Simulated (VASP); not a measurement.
Input of a VASP 6.6.1 run:

The input INCAR:

```
  PREC = Accurate
  ENCUT = 600
  EDIFF = 1E-6
  ISMEAR = -1
  SIGMA = 0.01
  LREAL = False
  LASPH = True
  NELM = 120
  ALGO = Normal
  ISIF = 2
  LWAVE = False
  LCHARG = False
  GGA = PS
  NBANDS = 11
  GGA_COMPAT = False
```

Contents of KPOINTS:

```
regular mesh
0
Gamma
  3 3 3
```

POSCAR

```
MgO
1.0
    0.0000000000      2.1085000000      2.1085000000
    2.1085000000      0.0000000000      2.1085000000
    2.1085000000      2.1085000000      0.0000000000
Mg O
1 1
Direct
    0.0000000000      0.0400000000      0.0000000000
    0.5000000000      0.5000000000      0.5000000000
```

Potentials or basis: VASP PAW PBE potentials, release 64 (Mg, O).

Run with:

```sh
$ cat potpaw_PBE.64/Mg/POTCAR potpaw_PBE.64/O/POTCAR > POTCAR
$ mpirun -np 1 vasp_std > vasp.out
```

Q: Predict the largest force.

A: 0.633 eV/Å.

Q: Predict the pressure.

A: 0.8 GPa.

Forces on the atoms (eV/Å):
```
Mg  -0.447  0.000 -0.447
O    0.447  0.000  0.447
```

Caveat: the k points lie up to 0.86 Å⁻¹ apart; the PAW data sets were made with another functional, which shifts forces and pressure a little.
